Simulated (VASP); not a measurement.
ZnO: relaxation of shape and atoms at fixed volume with RPBE

ZnO:

```
Zn O
1.0
     3.36265    0.00000    0.00000
    -1.68132    2.91214    0.00000
     0.00000    0.00000    5.42222
Zn O
2 2
Direct
  0.33333 0.66667 0.00145
  0.66667 0.33333 0.50145
  0.33333 0.66667 0.38065
  0.66667 0.33333 0.88065
```

```yaml
Program: VASP 6.6.1
Task: relaxation of shape and atoms at fixed volume
Functional: RPBE
Potentials_or_basis: VASP PAW PBE potentials, release 64 (Zn, O)
Cutoff: 600 eV
k_mesh: 8 × 8 × 6
Occupations: gaussian, width 0.05 eV
Spin: no spin polarisation
Dipole_correction: no
Further_INCAR_settings: ALGO = Normal; EDIFF = 1e-06; IBRION = 2; EDIFFG = -0.01; NSW = 60; ISIF = 4
```

* Pressure after relaxing: -3.6 GPa
* Largest force after relaxing: 0.005 eV/Å
* Band gap on the k mesh: 0.72 eV

Forces on the atoms (eV/Å):
```
Zn   0.000  0.000 -0.005
Zn   0.000  0.000 -0.005
O    0.000  0.000  0.005
O    0.000  0.000  0.005
```

Stress tensor (GPa, compression positive):
```
-3.61  0.00  0.00
 0.00 -3.61  0.00
 0.00  0.00 -3.47
```

Final structure:
```cif
data_structure
_symmetry_space_group_name_H-M 'P 1'
_symmetry_Int_Tables_number 1
_cell_length_a 3.3626
_cell_length_b 3.3626
_cell_length_c 5.4222
_cell_angle_alpha 90.000
_cell_angle_beta 90.000
_cell_angle_gamma 120.000
_cell_volume 53.10
loop_
_atom_site_label
_atom_site_type_symbol
_atom_site_fract_x
_atom_site_fract_y
_atom_site_fract_z
_atom_site_occupancy
Zn1 Zn 0.33333 0.66667 0.00145 1
Zn2 Zn 0.66667 0.33333 0.50145 1
O1 O 0.33333 0.66667 0.38065 1
O2 O 0.66667 0.33333 0.88065 1
```

Levels at points of the mesh, in eV from the valence-band top:
| k point | band 16 | band 17 | band 18 | band 19 | band 20 | band 21 |
| --- | --- | --- | --- | --- | --- | --- |
| (0.00, 0.00, 0.00) | -0.05 | 0.00 | 0.00 | 0.72 | 4.91 | 7.96 |
| (0.50, 0.00, 0.00) | -1.90 | -1.10 | -0.70 | 5.39 | 6.85 | 7.56 |
| (0.00, 0.00, 0.50) | -0.33 | -0.33 | -0.33 | 3.27 | 3.27 | 9.74 |
| (0.50, 0.00, 0.50) | -1.27 | -1.18 | -1.18 | 5.60 | 5.60 | 7.92 |

It took 52 s on 1 thread of Intel(R) Xeon(R) Platinum 8488C (Sapphire Rapids), on a shared host, peak memory 0.21 GiB.

Caveat: the relaxation stopped at its first step, so nothing moved; the PAW data sets were made with another functional, which shifts forces and pressure a little. Expect the measured gap to be larger: semilocal functionals such as RPBE lack the derivative discontinuity.
